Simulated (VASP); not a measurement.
# Ti3Se (P-6m2) in VASP: notebook, part 2 of 2

VASP 6.6.1. Earlier steps stand in the parts before.

### 3 Single point, PBEsol

This run uses another cell than the first one, of 14.11 Å³/atom, 0.803 times its volume.

INCAR reads:

```
PREC = Accurate ; ENCUT = 520
EDIFF = 1E-6 ; ISMEAR = -1
SIGMA = 0.05 ; LREAL = F
LASPH = T ; NELM = 80
ALGO = Normal ; ISIF = 2
LWAVE = F ; LCHARG = F
GGA = PS ; NBANDS = 29
```

KPOINTS reads:

```
Automatic mesh
0
Gamma
  10 10 4
```

POSCAR reads:

```
Ti3Se
1.0
    2.9460061433      0.0000000000      0.0000000000
   -1.4730030717      2.5513161598      0.0000000000
    0.0000000000      0.0000000000      7.5105242034
Se Ti
1 3
Direct
    0.0000000000      0.0000000000      0.0000000000
    0.6666666667      0.3333333333      0.5000000000
    0.3333333333      0.6666666667      0.7667119397
    0.3333333333      0.6666666667      0.2332880603
```

Potentials or basis: VASP PAW PBE potentials, release 64 (Se, Ti_sv).

On the command line:

```console
$ cat potpaw_PBE.64/Se/POTCAR potpaw_PBE.64/Ti_sv/POTCAR > POTCAR
$ mpirun -np 1 vasp_std > vasp.out
```

OUTCAR:

```text
PREC = Accurate
   ENCUT = 520
   EDIFF = 1E-6
   ISMEAR = -1
   LREAL = F
   LASPH = T
   NELM = 80
   ISIF = 2
   GGA = PS

 ion  position               nearest neighbor table
   1  0.000  0.000  0.000-   3 2.44   4 2.44   3 2.44   4 2.44   3 2.44   4 2.44
   2  0.667  0.333  0.500-   3 2.63   4 2.63   3 2.63   4 2.63   3 2.63   4 2.63
   3  0.333  0.667  0.767-   1 2.44   1 2.44   1 2.44   2 2.63   2 2.63   2 2.63
   4  0.333  0.667  0.233-   1 2.44   1 2.44   1 2.44   2 2.63   2 2.63   2 2.63

  LATTYP: Found a hexagonal cell.
 ALAT       =     2.9460061433
 C/A-ratio  =     2.5493919015

  Lattice vectors:

 A1 = (   2.9460061433,   0.0000000000,   0.0000000000)
 A2 = (  -1.4730030717,   2.5513161598,   0.0000000000)
 A3 = (   0.0000000000,   0.0000000000,   7.5105242034)

Analysis of symmetry for initial positions (statically):
=====================================================================
 Subroutine PRICEL returns:
 Original cell was already a primitive cell.

 Routine SETGRP: Setting up the symmetry group for a
 hexagonal supercell.

 Subroutine GETGRP returns: Found 12 space group operations
[... 164 lines left out ...]
  ---------------------------------------------------
  free energy    TOTEN  =       -30.03882873 eV

  energy without entropy =      -30.02040337  energy(sigma->0) =      -30.02961605

 E-fermi :  10.4664     XC(G=0): -12.5752

 val. band max:       10.4246246074   @ k =   0.1000   0.1000   0.0000
 cond. band min:      10.4758959938   @ k =   0.3000   0.2000   0.0000
 fundamental gap:      0.0512713864
 Fermi energy:        10.4663997395

 k-point     1 :       0.0000    0.0000    0.0000
  band No.  band energies     occupation
      1     -45.8778      2.00000
      2     -45.7852      2.00000
      3     -45.5815      2.00000
      4     -22.7342      2.00000
      5     -22.4433      2.00000
      6     -21.9475      2.00000
[... 757 lines left out ...]
     28      14.0757      0.00000
     29      14.2583      0.00000

 [... further k-points ...]
[... 5 lines left out ...]
  --------------------------------------------------------------------------------------
  -------------------------------------------------------------------------------------
  Total       10.5678172     10.5678172     10.6084031     -0.0000000      0.0000000      0.0000000
  in kB      299.9353781    299.9353781    301.0872868     -0.0000000      0.0000000      0.0000000
  external PRESSURE =     300.3193477 kB  Pullay stress =       0.0000000 kB

 VOLUME and BASIS-vectors are now :
 -----------------------------------------------------------------------------
  energy-cutoff  :      520.00
  volume of cell :       56.45
      direct lattice vectors                 reciprocal lattice vectors
     2.946006143  0.000000000  0.000000000     0.339442605  0.195977279  0.000000000
    -1.473003072  2.551316160  0.000000000     0.000000000  0.391954559  0.000000000
     0.000000000  0.000000000  7.510524203     0.000000000  0.000000000  0.133146499

 POSITION                                       TOTAL-FORCE (eV/Angst)
 -----------------------------------------------------------------------------------
      0.00000      0.00000      0.00000        -0.000000     -0.000000      0.000000
      1.47300      0.85044      3.75526         0.000000      0.000000      0.000000
     -0.00000      1.70088      5.75841        -0.000000     -0.000000     -0.058405
     -0.00000      1.70088      1.75212        -0.000000     -0.000000      0.058405
 -----------------------------------------------------------------------------------
    total drift:                                0.000000     -0.000000     -0.000000

  FREE ENERGIE OF THE ION-ELECTRON SYSTEM (eV)
  ---------------------------------------------------
  free  energy   TOTEN  =       -30.0388287264 eV

  energy  without entropy=      -30.0204033700  energy(sigma->0) =      -30.02961605
```

OSZICAR:

```text
N       E                     dE             d eps       ncg     rms          rms(c)
DAV:   1     0.526589310714E+03    0.52659E+03   -0.21431E+04  2436   0.182E+03
DAV:   2     0.336788880963E+02   -0.49291E+03   -0.48197E+03  2471   0.531E+02
DAV:   3    -0.274704358616E+02   -0.61149E+02   -0.59421E+02  4025   0.158E+02
DAV:   4    -0.329451873770E+02   -0.54748E+01   -0.54454E+01  3488   0.449E+01
DAV:   5    -0.332120283814E+02   -0.26684E+00   -0.26665E+00  3423   0.866E+00    0.208E+01
DAV:   6    -0.305541760612E+02    0.26579E+01   -0.17975E+01  3543   0.411E+01    0.780E+00
DAV:   7    -0.314186846285E+02   -0.86451E+00   -0.15978E+01  4001   0.287E+01    0.112E+01
DAV:   8    -0.300168816608E+02    0.14018E+01   -0.14205E+01  3527   0.173E+01    0.328E+00
DAV:   9    -0.300248061234E+02   -0.79245E-02   -0.43333E-01  3455   0.463E+00    0.135E+00
DAV:  10    -0.300396732384E+02   -0.14867E-01   -0.81761E-02  3312   0.210E+00    0.529E-01
DAV:  11    -0.300387740505E+02    0.89919E-03   -0.26722E-02  3537   0.174E+00    0.141E-01
DAV:  12    -0.300388919244E+02   -0.11787E-03   -0.12816E-03  2903   0.326E-01    0.655E-02
DAV:  13    -0.300388280110E+02    0.63913E-04   -0.27383E-04  3600   0.173E-01    0.293E-02
DAV:  14    -0.300388303982E+02   -0.23871E-05   -0.44491E-05  3598   0.606E-02    0.126E-02
DAV:  15    -0.300388282421E+02    0.21560E-05   -0.15327E-05  3290   0.467E-02    0.431E-03
DAV:  16    -0.300388287264E+02   -0.48431E-06   -0.11143E-06  1744   0.117E-02
   1 F= -.30038829E+02 E0= -.30029616E+02  d E =-.184254E-01
```

stdout:

```text
POSCAR found type information on POSCAR SeTi
 POSCAR found :  2 types and       4 ions
 scaLAPACK will be used
 -----------------------------------------------------------------------------
|                                                                             |
|                                                                             |
|     You enforced a specific xc type in the INCAR file but a different       |
|     I HOPE YOU KNOW WHAT YOU ARE DOING!                                     |
|                                                                             |
 -----------------------------------------------------------------------------

 LDA part: xc-table for (Slater+PW92), standard interpolation
 POSCAR, INCAR and KPOINTS ok, starting setup
 FFT: planning ... GRIDC
 FFT: planning ... GRID_SOFT
 FFT: planning ... GRID
 WAVECAR not read
 entering main loop
```

It took 77 s on 1 thread of Intel Xeon 6975P-C (Granite Rapids), shared host; peak memory 0.2 GiB.

Results:

| Item | Value |
| --- | --- |
| Free energy | -30.0388 eV |
| Pressure | 30.0 GPa |
| Largest force | 0.058 eV/Å |
| Band gap on the k mesh | zero (band 21 reaches 10.90 eV, above the bottom of band 22 at 10.26 eV) |

Forces on the atoms (eV/Å):
```
Se   0.000  0.000  0.000
Ti   0.000  0.000  0.000
Ti   0.000  0.000 -0.058
Ti   0.000  0.000  0.058
```

Stress tensor (GPa, compression positive):
```
29.99  0.00  0.00
 0.00 29.99  0.00
 0.00  0.00 30.11
```

Caveat: the PAW data sets were made with another functional, which shifts forces and pressure a little.

### 4 Single point, PBEsol

This run uses another cell than the first one, of 14.81 Å³/atom, 0.843 times its volume.

INCAR reads:

```
SYSTEM = Ti3Se
PREC     = Accurate       ! precision mode
ENCUT    = 520            ! plane-wave cutoff, eV
EDIFF    = 1E-6           ! SCF threshold, eV
ISMEAR   = -1             ! smearing method
SIGMA    = 0.05           ! smearing width, eV
LREAL    = .FALSE.        ! projectors in reciprocal space
LASPH    = .TRUE.         ! aspherical terms in the spheres
NELM     = 100            ! most SCF steps
ALGO     = Normal         ! electronic algorithm
ISIF     = 2              ! what is computed and relaxed
LWAVE    = .FALSE.        ! write WAVECAR
LCHARG   = .FALSE.        ! write CHGCAR
GGA      = PS             ! functional
NBANDS   = 29             ! bands
```

KPOINTS reads:

```
regular mesh
0
G
  10 10 4
  0 0 0
```

POSCAR reads:

```
Ti3Se
1.0
    3.0001997849      0.0000000000      0.0000000000
   -1.5000998925      2.5982492302      0.0000000000
    0.0000000000      0.0000000000      7.6012066091
Se Ti
1 3
Direct
    0.0000000000      0.0000000000      0.0000000000
    0.6666666667      0.3333333333      0.5000000000
    0.3333333333      0.6666666667      0.7683107599
    0.3333333333      0.6666666667      0.2316892401
```

On the command line:

```console
$ cat potpaw_PBE.64/Se/POTCAR potpaw_PBE.64/Ti_sv/POTCAR > POTCAR
$ mpirun -np 1 vasp_std > vasp.out
```

Run time: 78 s. Hardware: 1 thread of Intel Xeon 6975P-C (Granite Rapids), shared host; peak memory 0.2 GiB.

Results (log left out):

```yaml
Free_energy: -30.4736 eV
Pressure: 20.1 GPa
Largest_force: 0.050 eV/Å
Band_gap_on_the_k_mesh: zero (band 21 reaches 10.30 eV, above the bottom of band 22 at 9.67 eV)
```

Forces in eV/Å, atoms in the order of the input:
```
Se   0.000  0.000  0.000
Ti   0.000  0.000  0.000
Ti   0.000  0.000 -0.050
Ti   0.000  0.000  0.050
```

Stress tensor (GPa, compression positive):
```
20.05  0.00  0.00
 0.00 20.05  0.00
 0.00  0.00 20.14
```

Levels at points of the mesh, in eV from the Fermi level:
```csv
k point,band 18,band 19,band 20,band 21,band 22,band 23,band 24,band 25
"(0.00, 0.00, 0.00)",-0.96,-0.22,0.19,0.19,0.34,0.34,1.32,1.35
"(0.50, 0.00, 0.00)",-2.29,-1.87,-0.52,-0.50,0.21,1.03,1.17,2.72
"(0.00, 0.00, 0.50)",-1.12,-0.94,0.43,0.43,0.78,0.78,1.03,1.32
"(0.50, 0.00, 0.50)",-1.97,-1.72,-1.07,-0.94,0.95,1.08,1.27,1.50
```

Caveat: the PAW data sets were made with another functional, which shifts forces and pressure a little.

### 5 Single point, PBEsol

This run uses another cell than the first one, of 15.70 Å³/atom, 0.893 times its volume.

INCAR reads:

```
PREC = Accurate ; ENCUT = 520
EDIFF = 1E-6 ; ISMEAR = -1
SIGMA = 0.05 ; LREAL = False
LASPH = True ; NELM = 80
ALGO = Normal ; ISIF = 2
LWAVE = False ; LCHARG = False
GGA = PS ; NBANDS = 29
```

KPOINTS reads:

```
Automatic mesh
0
Gamma
  10 10 4
```

POSCAR reads:

```
Ti3Se
1.0
    3.0662314330      0.0000000000      0.0000000000
   -1.5331157165      2.6554343148      0.0000000000
    0.0000000000      0.0000000000      7.7127070707
Se Ti
1 3
Direct
    0.0000000000      0.0000000000      0.0000000000
    0.6666666667      0.3333333333      0.5000000000
    0.3333333333      0.6666666667      0.7702197425
    0.3333333333      0.6666666667      0.2297802575
```

On the command line:

```console
$ cat potpaw_PBE.64/Se/POTCAR potpaw_PBE.64/Ti_sv/POTCAR > POTCAR
$ mpirun -np 1 vasp_std > vasp.out
```

Run time: 77 s. Hardware: 1 thread of Intel Xeon 6975P-C (Granite Rapids), shared host; peak memory 0.2 GiB.

Results (log left out):

- Free energy: -30.8023 eV
- Pressure: 10.1 GPa
- Largest force: 0.041 eV/Å
- Band gap on the k mesh: zero (band 21 reaches 9.61 eV, above the bottom of band 22 at 9.00 eV)

Forces on the atoms (eV/Å):
```
Se   0.000  0.000  0.000
Ti   0.000  0.000  0.000
Ti   0.000  0.000 -0.041
Ti   0.000  0.000  0.041
```

Levels at points of the mesh, in eV from the Fermi level:
```csv
k point,band 17,band 18,band 19,band 20,band 21,band 22,band 23,band 24,band 25,band 26
"(0.00, 0.00, 0.00)",-1.10,-1.10,-0.16,0.18,0.18,0.33,0.33,1.17,1.22,1.63
"(0.50, 0.00, 0.00)",-2.36,-2.10,-1.77,-0.58,-0.48,0.21,0.95,1.03,2.58,2.91
"(0.00, 0.00, 0.50)",-1.23,-1.23,-0.81,0.43,0.43,0.72,0.72,0.84,1.20,1.20
"(0.50, 0.00, 0.50)",-2.30,-1.82,-1.66,-1.00,-0.93,0.82,1.00,1.17,1.40,2.98
```

Caveat: the PAW data sets were made with another functional, which shifts forces and pressure a little.

### 6 Single point, PBEsol

This run uses another cell than the first one, of 16.25 Å³/atom, 0.924 times its volume.

INCAR reads:

```
ALGO     = Normal         # electronic algorithm
EDIFF    = 1E-7           # SCF threshold, eV
ENCUT    = 520            # plane-wave cutoff, eV
GGA      = PS             # functional
ISIF     = 2              # what is computed and relaxed
ISMEAR   = -1             # smearing method
LASPH    = True           # aspherical terms in the spheres
LCHARG   = False          # write CHGCAR
LREAL    = False          # projectors in reciprocal space
LWAVE    = False          # write WAVECAR
NBANDS   = 29             # bands
NELM     = 80             # most SCF steps
PREC     = Accurate       # precision mode
SIGMA    = 0.05           # smearing width, eV
```

KPOINTS reads:

```
k-points
0
Gamma
  10 10 4
```

POSCAR reads:

```
Ti3Se
1.0
    3.1061885444      0.0000000000      0.0000000000
   -1.5530942722      2.6900381884      0.0000000000
    0.0000000000      0.0000000000      7.7777158470
Se Ti
1 3
Direct
    0.0000000000      0.0000000000      0.0000000000
    0.6666666667      0.3333333333      0.5000000000
    0.3333333333      0.6666666667      0.7713462227
    0.3333333333      0.6666666667      0.2286537773
```

Potentials or basis: VASP PAW PBE potentials, release 64 (Se, Ti_sv).

On the command line:

```console
$ cat potpaw_PBE.64/Se/POTCAR potpaw_PBE.64/Ti_sv/POTCAR > POTCAR
$ mpirun -np 1 vasp_std > vasp.out
```

It took 93 s on 1 thread of Intel Xeon 6975P-C (Granite Rapids), shared host; peak memory 0.22 GiB.

It converged, with:

```
Free energy            : -30.9053 eV
Pressure               : 5.1 GPa
Largest force          : 0.036 eV/Å
Band gap on the k mesh : zero (band 21 reaches 9.21 eV, above the bottom of band 22 at 8.61 eV)
```

Forces in eV/Å, atoms in the order of the input:
```
Se   0.000  0.000  0.000
Ti   0.000  0.000  0.000
Ti   0.000  0.000 -0.036
Ti   0.000  0.000  0.036
```

Levels at points of the mesh, in eV from the Fermi level:
```csv
k point,band 19,band 20,band 21,band 22,band 23,band 24
"(0.00, 0.00, 0.00)",-0.14,0.18,0.18,0.32,0.32,1.08
"(0.50, 0.00, 0.00)",-1.71,-0.61,-0.47,0.21,0.90,0.96
"(0.00, 0.00, 0.50)",-0.74,0.42,0.42,0.68,0.68,0.74
"(0.50, 0.00, 0.50)",-1.62,-0.96,-0.92,0.74,0.95,1.12
```

Caveat: the PAW data sets were made with another functional, which shifts forces and pressure a little.

### 7 Summary

| level | U | cell | gap on the mesh (eV) | pressure (GPa) | largest force (eV/Å) |
| --- | --- | --- | --- | --- | --- |
| PBE+U | Ti d U = 8.0 eV | a = 3.197, b = 3.197, c = 7.943 Å, angles 90.0, 90.0, 120.0°, 4 atoms | none | 13.5 | 0.13 |
| PBEsol | - | a = 2.946, b = 2.946, c = 7.511 Å, angles 90.0, 90.0, 120.0°, 4 atoms | none | 30.0 | 0.06 |
| PBEsol | - | a = 3.000, b = 3.000, c = 7.601 Å, angles 90.0, 90.0, 120.0°, 4 atoms | none | 20.1 | 0.05 |
| PBEsol | - | a = 3.066, b = 3.066, c = 7.713 Å, angles 90.0, 90.0, 120.0°, 4 atoms | none | 10.1 | 0.04 |
| PBEsol | - | a = 3.106, b = 3.106, c = 7.778 Å, angles 90.0, 90.0, 120.0°, 4 atoms | none | 5.1 | 0.04 |

Alike in all rows: task single point; potentials or basis VASP PAW PBE potentials, release 64 (Se, Ti_sv); no spin polarisation; k mesh 10 × 10 × 4; cutoff (eV) 520; smearing fermi-dirac 0.05 eV.

Caveats: the PAW data sets were made with another functional, which shifts forces and pressure a little (some runs); U without spin polarisation on a metal has little footing (some runs).

Total energies depend on the potentials used, so only differences within one code and one set of settings carry meaning.
